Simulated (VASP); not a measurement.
Ru: single point with r2SCAN

Crystal: Ru.

```xyz
2
Lattice="2.7025 0.0000 0.0000 -1.3512 2.3404 0.0000 0.0000 0.0000 4.2658" Properties=species:S:1:pos:R:3 pbc="T T T"
Ru    0.0000    1.5603    1.0665
Ru    1.3512    0.7801    3.1994
```

```
Program             : VASP 6.6.1
Task                : single point
Functional          : r2SCAN
Potentials or basis : VASP PAW PBE potentials, release 64 (Ru_pv)
Cutoff              : 520 eV
k mesh              : 18 × 18 × 10
Occupations         : gaussian, width 0.1 eV
Spin                : no spin polarisation
```

The pressure is 1.5 GPa and the band gap on the k mesh is zero (bands 14 and 15 overlap by 3.29 eV).

Stress tensor (GPa, compression positive):
```
1.46 0.00 0.00
0.00 1.46 0.00
0.00 0.00 1.66
```

Levels at points of the mesh, in eV from the Fermi level:
```tsv
k point	band 11	band 12	band 13	band 14	band 15	band 16	band 17	band 18
(0.00, 0.00, 0.00)	-2.51	-2.00	-2.00	-1.49	-1.49	1.25	1.25	1.40
(0.50, 0.00, 0.00)	-2.17	-1.88	-1.57	1.49	1.93	2.03	4.27	6.46
(0.00, 0.00, 0.50)	-2.91	-2.91	-2.83	-2.83	0.58	0.58	0.58	0.58
(0.50, 0.00, 0.50)	-1.12	-1.12	0.48	0.48	1.76	1.76	3.57	3.57
```

Wall time 3.6 min on 1 thread of AMD EPYC 9R45 (Zen 5) (shared host), peak memory 0.18 GiB.

Caveat: the PAW data sets were made with another functional, which shifts forces and pressure a little.
